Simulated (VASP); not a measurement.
Input of a VASP 6.6.1 run:

INCAR

```
SYSTEM = Rb
PREC     = Accurate       ! precision mode
ENCUT    = 520            ! plane-wave cutoff, eV
EDIFF    = 1E-6           ! SCF threshold, eV
ISMEAR   = 0              ! smearing method
SIGMA    = 0.15           ! smearing width, eV
LREAL    = .FALSE.        ! projectors in reciprocal space
LASPH    = .TRUE.         ! aspherical terms in the spheres
NELM     = 60             ! most SCF steps
ALGO     = Fast           ! electronic algorithm
ISIF     = 2              ! what is computed and relaxed
LWAVE    = .FALSE.        ! write WAVECAR
LCHARG   = .TRUE.         ! write CHGCAR
GGA      = PS             ! functional
LELF     = .TRUE.         ! ELF
LVHAR    = .TRUE.       
NBANDS   = 10             ! bands
```

The input KPOINTS:

```
regular mesh
0
G
  12 12 12
  0 0 0
```

Contents of POSCAR:

```
Rb
1.0
   -2.9182400000      2.9182400000      2.9182400000
    2.9182400000     -2.9182400000      2.9182400000
    2.9182400000      2.9182400000     -2.9182400000
Rb
1
Direct
    0.0000000000      0.0000000000      0.0000000000
```

Potentials or basis: VASP PAW PBE potentials, release 64 (Rb_sv).

The run is started by

```bash
$ cat potpaw_PBE.64/Rb_sv/POTCAR > POTCAR
$ mpirun -np 1 vasp_std > vasp.out
```

(1) Predict the pressure.

## Answers

(1) -0.3 GPa.

Caveat: the cell differs from its parent crystal (strain +0.040 along x and y, +0.040 along z); the PAW data sets were made with another functional, which shifts forces and pressure a little.
